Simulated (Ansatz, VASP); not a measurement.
# Sc: VASP beside Ansatz

Contents of INCAR:

```
  ALGO = Normal
  EDIFF = 1E-7
  ENCUT = 520
  GGA = RE
  ISIF = 2
  ISMEAR = -1
  ISPIN = 2
  LASPH = True
  LCHARG = False
  LMAXMIX = 4
  LORBIT = 11
  LREAL = False
  LWAVE = False
  MAGMOM = 0.249 0.249
  NBANDS = 22
  NELM = 150
  PREC = Accurate
  SIGMA = 0.1
```

The input KPOINTS:

```
k-points
0
Gamma
  6 6 3
```

POSCAR

```
Sc
1.0
    3.3363744312      0.0000000000      0.0000000000
   -1.6681872156      2.8893850140      0.0000000000
    0.0000000000      0.0000000000      5.2772011096
Sc
2
Direct
    0.3333333333      0.6666666667      0.2500000000
    0.6666666667      0.3333333333      0.7500000000
```

Input for Ansatz:

```yaml
crystal:
  lattice:
    - [3.3363744312, 0.0, 0.0]
    - [-1.6681872156, 2.889385014, 0.0]
    - [0.0, 0.0, 5.2772011096]
  atoms:
    - { symbol: Sc, position: [0.3333333333, 0.6666666667, 0.25], spin: 0.249 }
    - { symbol: Sc, position: [0.6666666667, 0.3333333333, 0.75], spin: 0.249 }
hamiltonian:
  xc: revpbe
  pseudopotentials:
    kind: paw
    azcp:
      Sc: "pseudopotentials/Sc.paw.azcp"
basis:
  ecutwfc: 420
  fft_grid_basis: typed
kpoints:
  mp_grid: { grid: [6, 6, 3], shift: [0, 0, 0] }
magnetization:
  spin_polarized: true
scf:
  occupations: { method: fermi_dirac, width: 0.1 }
```

Alike in both runs: task single point; functional revPBE; k mesh 6 × 6 × 3; occupations fermi-dirac, width 0.1 eV; collinear spin.

|  | VASP | Ansatz |
| --- | --- | --- |
| version | VASP 6.6.1 | Ansatz 0.2.0 |
| potentials or method | VASP PAW PBE potentials, release 64 (Sc_sv), cutoff 520 eV | plane waves (420 eV) with PAW, scalar-relativistic |
| valence electrons in the cell | 22 | 22 |

```tsv
	VASP	Ansatz	Ansatz less VASP
net moment per atom (μB)	0.24	0.25	+0.004
size of the moment on the site where the two differ most (μB)	0.13	0.16	+0.028
```

VASP's potentials were made for PBE, not for revPBE. Site moments also hang on the region over which each program counts them.

The k mesh is coarse, so the values compare programs but aren't converged.
